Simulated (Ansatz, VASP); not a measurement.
**BN in VASP and in Ansatz**

```
CELL_PARAMETERS angstrom
0.00000 3.19671 2.10011
1.21443 0.00000 2.10011
1.21443 3.19671 0.00000
ATOMIC_POSITIONS crystal
B 0.00012 0.00012 0.99988
N 0.66658 0.66658 0.33342
```

Change from the starting cell: hydrostatic strain -2.9%.

Alike in both runs: task single point; functional HSE06; k mesh 8 × 8 × 8; no spin polarisation.

|  | VASP | Ansatz |
| --- | --- | --- |
| version | VASP 6.6.1 | Ansatz 0.2.0 |
| potentials or method | VASP PAW PBE potentials, release 64 (B, N) | plane waves, PAW |
| plane-wave cutoff (eV) | 520 | 420 |
| occupations | gaussian, width 0.01 eV | fixed |
| valence electrons in the cell | 8 | 8 |

|  | VASP | Ansatz | Ansatz less VASP |
| --- | --- | --- | --- |
| gap on the k mesh at the Fermi level (eV) | 4.67 | 4.68 | +0.012 |
| pressure (GPa) | 26.2 | 26.0 | -0.25 |
| traceless stress, the component that is largest in VASP (GPa) | -21.88 | -21.39 | +0.484 |
| rms of the force components (eV/Å) | 0.004 | 0.004 | -0.0001 |

Atom by atom the forces differ by 0.000 eV/Å (rms over components). Ansatz's warnings: stress exchange threshold loose, stress scf threshold loose.
